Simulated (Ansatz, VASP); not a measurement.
# Two plane-wave programs on KBr

```
CELL_PARAMETERS angstrom
0.00000 3.68830 3.68830
3.68830 0.00000 3.68830
3.68830 3.68830 0.00000
ATOMIC_POSITIONS crystal
K 0.00000 0.00000 0.00000
Br 0.25000 0.25000 0.25000
```

Alike in both runs: task single point; functional PBE-based screened hybrid with a share of 0.2 of exact exchange and HFSCREEN = 0.5; k mesh 4 × 4 × 4; no spin polarisation.

|  | VASP | Ansatz |
| --- | --- | --- |
| version | VASP 6.6.1 | Ansatz 0.2.0 |
| potentials or method | VASP PAW PBE potentials, release 64 (K_sv, Br) | plane waves |
| plane-wave cutoff (eV) | 520 | 420 |
| occupations | gaussian, width 0.01 eV | fixed |
| valence electrons in the cell | 16 | 16 |

|  | VASP | Ansatz | Ansatz less VASP |
| --- | --- | --- | --- |
| gap on the k mesh at the Fermi level (eV) | 4.72 | 4.72 | +0.001 |
| pressure (GPa) | 0.2 | 0.2 | -0.02 |

VASP's potentials were made for PBE, not for PBE-based screened hybrid. Ansatz's warnings: stress exchange threshold loose, stress scf threshold loose.
